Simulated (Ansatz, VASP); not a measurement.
Two plane-wave programs on GdO

File INCAR:

```
SYSTEM = GdO
ALGO     = Normal         ! electronic algorithm
EDIFF    = 1E-7           ! SCF threshold, eV
ENCUT    = 520            ! plane-wave cutoff, eV
GGA      = PE             ! functional
ISIF     = 2              ! what is computed and relaxed
ISMEAR   = 0              ! smearing method
ISPIN    = 2              ! spin polarisation
IVDW     = 12             ! dispersion correction
LASPH    = .TRUE.         ! aspherical terms in the spheres
LCHARG   = .TRUE.         ! write CHGCAR
LDAU     = .TRUE.         ! DFT+U
LDAUJ    = 0 0          
LDAUL    = 3 -1           ! shell
LDAUPRINT= 1            
LDAUTYPE = 2            
LDAUU    = 6 0            ! U, eV
LELF     = .TRUE.         ! ELF
LMAXMIX  = 6              ! l up to which the mixer works
LORBIT   = 11             ! projections on sites
LREAL    = .FALSE.        ! projectors in reciprocal space
LVHAR    = .TRUE.       
LWAVE    = .FALSE.        ! write WAVECAR
MAGMOM   = 7.71 0.02      ! initial moments
NBANDS   = 23             ! bands
NELM     = 150            ! most SCF steps
PREC     = Accurate       ! precision mode
SIGMA    = 0.05           ! smearing width, eV
```

Contents of KPOINTS:

```
k-points
0
G
  8 8 8
  0 0 0
```

The input POSCAR:

```
GdO
1.0
    0.0000000000      2.6778102335      2.6778102335
    2.6778102335      0.0000000000      2.6778102335
    2.6778102335      2.6778102335      0.0000000000
Gd O
1 1
Direct
    0.0000000000      0.0000000000      0.0000000000
    0.2500000000      0.2500000000      0.2500000000
```

Input for Ansatz:

```yaml
crystal:
  lattice:
    - [0.0, 2.6778102335, 2.6778102335]
    - [2.6778102335, 0.0, 2.6778102335]
    - [2.6778102335, 2.6778102335, 0.0]
  atoms:
    - { symbol: Gd, position: [0.0, 0.0, 0.0], spin: 7.71 }
    - { symbol: O, position: [0.25, 0.25, 0.25] }
basis:
  ecutwfc: 420
  ecutrho_ratio: 4
kpoints:
  mp_grid: { grid: [8, 8, 8] }
hamiltonian:
  xc: pbe
  dispersion: d3bj
  hubbard:
    sites:
      - { species: Gd, l: f, u_eff: 6.0, starting_ns: start.occupation_matrices }
    ns_hold: { iters: 6 }
scf:
  occupations: { method: gaussian, width: 0.05 }
  lower_state_search: "off"
output:
  forces: true
  stress: true
  eigenvalues: true
  populations: true
  hubbard: { sites: [{ species: Gd, l: f }] }
magnetization:
  spin_polarized: true
```

Alike in both runs: task single point; functional PBE; dispersion D3(BJ); k mesh 8 × 8 × 8; occupations gaussian, width 0.05 eV; collinear spin; Hubbard terms Gd f U = 6.0 eV.

|  | VASP | Ansatz |
| --- | --- | --- |
| version | VASP 6.6.1 | Ansatz 0.2.0 |
| potentials or method | VASP PAW PBE potentials, release 64 (Gd, O), cutoff 520 eV | scalar-relativistic, plane waves, PAW |
| valence electrons in the cell | 24 | 24 |

VASP gave:

| Property | Result |
| --- | --- |
| gap on the k mesh at the Fermi level (eV) | none |
| pressure (GPa) | 0.0 |
| net moment per atom (μB) | 3.97 |
| size of the moment on the site where the two differ most (μB) | 7.07 |

Problem. Which values does Ansatz return?

Solution. gap on the k mesh at the Fermi level (eV): none; pressure (GPa): 0.0; net moment per atom (μB): 3.97; size of the moment on the site where the two differ most (μB): 7.01.

Site moments also hang on the region over which each program counts them. The programs project onto different local orbitals, so the same U acts differently, and such runs can settle in different states. A gap of «none» marks a metal or a gap that the smearing closes. Ansatz's warnings: filled band counts differ across k points, stability check not made.

Neither program's run includes spin-orbit coupling.
